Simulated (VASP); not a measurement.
**Pt: single point with LDA**

The system is Pt.

```xyz
4
Lattice="2.7083 0.0000 0.0000 -1.3541 2.3455 0.0000 0.0000 0.0000 9.3530" Properties=species:S:1:pos:R:3 pbc="T T T"
Pt    1.3021    0.7818    3.5074
Pt    1.3021    0.7818    8.1839
Pt    0.0520    1.5636    1.1691
Pt    0.0520    1.5636    5.8456
```

This cell differs from its parent crystal: atoms displaced along a vibrational mode.

```
Program             : VASP 6.6.1
Task                : single point
Functional          : LDA
Potentials or basis : VASP PAW LDA potentials, release 64 (Pt)
Cutoff              : 520 eV
k mesh              : 18 × 18 × 6
Occupations         : gaussian, width 0.15 eV
Spin                : no spin polarisation
```

```json
{
  "Pressure": "1.0 GPa",
  "Largest force": "0.039 eV/Å",
  "Band gap on the k mesh": "zero (bands 20 and 21 overlap by 1.43 eV)"
}
```

Forces on the atoms (eV/Å):
```
Pt  -0.006 -0.039  0.000
Pt  -0.006 -0.039  0.000
Pt   0.006  0.039  0.000
Pt   0.006  0.039  0.000
```

Stress tensor (GPa, compression positive):
```
 1.37 -0.38  0.00
-0.38  0.93  0.00
 0.00  0.00  0.71
```

Levels at points of the mesh, in eV from the Fermi level:
| k point | band 17 | band 18 | band 19 | band 20 | band 21 | band 22 | band 23 | band 24 |
| --- | --- | --- | --- | --- | --- | --- | --- | --- |
| (0.00, 0.00, 0.00) | -1.78 | -0.97 | -0.96 | -0.96 | -0.81 | -0.81 | -0.47 | -0.04 |
| (0.50, 0.00, 0.00) | 0.36 | 0.45 | 0.45 | 0.49 | 1.95 | 1.95 | 2.15 | 4.13 |
| (0.00, 0.50, 0.00) | 0.31 | 0.44 | 0.44 | 0.54 | 1.68 | 1.68 | 2.38 | 3.94 |
| (0.50, 0.50, 0.00) | 0.27 | 0.44 | 0.44 | 0.58 | 1.40 | 1.40 | 2.60 | 3.74 |
| (0.00, 0.00, 0.50) | -1.82 | -1.82 | -1.42 | -1.42 | -0.50 | -0.50 | -0.27 | -0.27 |
| (0.50, 0.00, 0.50) | 0.41 | 0.41 | 0.48 | 0.48 | 1.07 | 1.07 | 3.61 | 3.61 |
| (0.00, 0.50, 0.50) | 0.37 | 0.37 | 0.51 | 0.51 | 1.35 | 1.35 | 3.40 | 3.40 |
| (0.50, 0.50, 0.50) | 0.33 | 0.33 | 0.54 | 0.54 | 1.62 | 1.62 | 3.18 | 3.18 |

Run time: 29 min on 1 thread of Intel Xeon 8259CL, with other jobs on the host, peak memory 0.79 GiB.

Caveat: the cell differs from its parent crystal (atoms displaced along a vibrational mode); spin-orbit coupling is left out, which moves the levels of the heavy elements.
